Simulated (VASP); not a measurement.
GaRe2P3, 12 atoms in the cell. It takes space group P6_3/mmc (No. 194, hexagonal). Conventional cell: a = 3.038 Å, b = 3.038 Å, c = 22.545 Å, α = 90.00°, β = 90.00°, γ = 120.00°. Ga (site symmetry -6m2) has 6 P at 2.77 Å and 6 Ga at 3.04 Å within 3.6 Å. Within 3.1 Å of Re (site symmetry 3m) lie 6 P at 2.37 to 2.59 Å and 6 Re at 3.04 Å. Within 3.4 Å of P (site symmetry -3m) lie 6 Re at 2.59 Å and 6 P at 3.04 Å. Within 3.1 Å of P (site symmetry 3m) lie 3 Re at 2.37 Å and 3 Ga at 2.77 Å and 6 P at 3.04 Å. 

```yaml
Program: VASP 6.6.1
Task: relaxation of cell and atoms
Functional: PBE
Potentials_or_basis: VASP PAW PBE potentials, release 64 (Ga_d, Re, P)
Cutoff: 600 eV
k_mesh: 12 × 12 × 2
Occupations: gaussian, width 0.1 eV
Spin: no spin polarisation
Dipole_correction: no
Further_INCAR_settings: ALGO = Normal; EDIFF = 1e-06; IBRION = 2; EDIFFG = -0.01; NSW = 100; ISIF = 3
```

Potentials or basis: VASP PAW PBE potentials, release 64 (Ga_d, Re, P).

The run is started by

```bash
$ cat potpaw_PBE.64/Ga_d/POTCAR potpaw_PBE.64/Re/POTCAR potpaw_PBE.64/P/POTCAR > POTCAR
$ mpirun -np 1 vasp_std > vasp.out
```

Hardware: 1 thread of Intel(R) Xeon(R) Platinum 8488C (Sapphire Rapids) (shared host).

**Question.** Estimate the wall time of this run.

**Answer.** Wall time 54 min on 1 thread of Intel(R) Xeon(R) Platinum 8488C (Sapphire Rapids) (shared host), peak memory 0.56 GiB. Counts: scf iterations 84, k points 38, ion steps 10.
